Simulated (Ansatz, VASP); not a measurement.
One calculation of Sc, two programs

The input INCAR:

```
PREC = Accurate
ENCUT = 520
EDIFF = 1E-7
ISMEAR = -1
SIGMA = 0.05
LREAL = F
LASPH = T
NELM = 60
ALGO = Normal
ISIF = 2
LWAVE = F
LCHARG = F
GGA = PE
NBANDS = 12
```

File KPOINTS:

```
regular mesh
0
Gamma
  16 16 16
```

POSCAR

```
Sc
1.0
   -1.7075383128      1.7075383128      1.7075383128
    1.7075383128     -1.7075383128      1.7075383128
    1.7075383128      1.7075383128     -1.7075383128
Sc
1
Direct
    0.0000000000      0.0000000000      0.0000000000
```

Input for Ansatz:

```yaml
crystal:
  lattice:
    - [-1.7075383128, 1.7075383128, 1.7075383128]
    - [1.7075383128, -1.7075383128, 1.7075383128]
    - [1.7075383128, 1.7075383128, -1.7075383128]
  atoms:
    - { symbol: Sc, position: [0.0, 0.0, 0.0] }
kpoints:
  mp_grid: { grid: [16, 16, 16] }
scf:
  occupations: { method: fermi_dirac, width: 0.05 }
hamiltonian:
  xc: pbe
  pseudopotentials: { kind: all_electron, datasets: crystal }
output:
  forces: true
  stress: true
  eigenvalues: true
```

Change from the starting cell: volume scaled by 0.8, crystal datasets.

Alike in both runs: task single point; functional PBE; k mesh 16 × 16 × 16; occupations fermi-dirac, width 0.05 eV; no spin polarisation.

|  | VASP | Ansatz |
| --- | --- | --- |
| version | VASP 6.6.1 | Ansatz 0.2.0 |
| potentials or method | VASP PAW PBE potentials, release 64 (Sc_sv), cutoff 520 eV | all-electron PAW with datasets made for the crystal, scalar-relativistic |

|  | VASP | Ansatz | Ansatz less VASP |
| --- | --- | --- | --- |
| pressure (GPa) | 16.7 | 16.6 | -0.10 |

Ansatz ran all-electron here, and VASP with PAW potentials.
